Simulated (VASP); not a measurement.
Write the native input for VASP 6.6.1 that does the following.

| Quantity | Value |
| --- | --- |
| Task | relaxation of shape and atoms at fixed volume |
| Functional | PBE |
| Dispersion | D4 |
| Potentials or basis | VASP PAW PBE potentials, release 64 (In_d, Se) |
| Cutoff | 600 eV |
| k mesh | 6 × 6 × 6 |
| Occupations | gaussian, width 0.05 eV |
| Spin | no spin polarisation |
| Dipole correction | no |
| Further INCAR settings | ALGO = Normal; EDIFF = 1e-07; IBRION = 2; EDIFFG = -0.01; NSW = 60; ISIF = 4 |

The structure of InSe lies in POSCAR:

```
InSe
1.0
    5.9702959905     -2.0854365501      0.0020082300
    5.9702959905      2.0854365501      0.0020082300
   -1.6259003714      0.0000000000      4.3218111874
In Se
2 2
Direct
    0.8856728306      0.8856728306      0.0273299597
    0.1143271694      0.1143271694      0.9726700403
    0.6545534865      0.6545534865      0.6382592257
    0.3454465135      0.3454465135      0.3617407743
```

These files were run (other wordings do the same):

INCAR

```
SYSTEM = InSe
PREC = Accurate
ENCUT = 600
EDIFF = 1E-7
ISMEAR = 0
SIGMA = 0.05
LREAL = .False.
LASPH = .True.
NELM = 60
ALGO = Normal
ISIF = 4
LWAVE = .False.
LCHARG = .False.
GGA = PE
IVDW = 13
IBRION = 2
NSW = 60
EDIFFG = -0.01
```

KPOINTS

```
regular mesh
0
Gamma
  6 6 6
  0 0 0
```

Potentials or basis: VASP PAW PBE potentials, release 64 (In_d, Se).

Run with:

```sh
$ cat potpaw_PBE.64/In_d/POTCAR potpaw_PBE.64/Se/POTCAR > POTCAR
$ mpirun -np 1 vasp_std > vasp.out
```

It gave:

| Property | Result |
| --- | --- |
| Energy gained by relaxing | 0.9 meV/atom |
| Ionic steps | 13 |
| Pressure after relaxing | -0.8 GPa |
| Largest force after relaxing | 0.007 eV/Å |
| Band gap on the k mesh | 0.89 eV (least direct gap 1.13 eV) |
| Dispersion energy per atom | -0.357 eV |

Caveat: spin-orbit coupling is left out, which moves the levels of the heavy elements.

Run time: 23 min on 1 thread of Intel(R) Xeon(R) Platinum 8488C (Sapphire Rapids), on a shared host, peak memory 0.47 GiB.
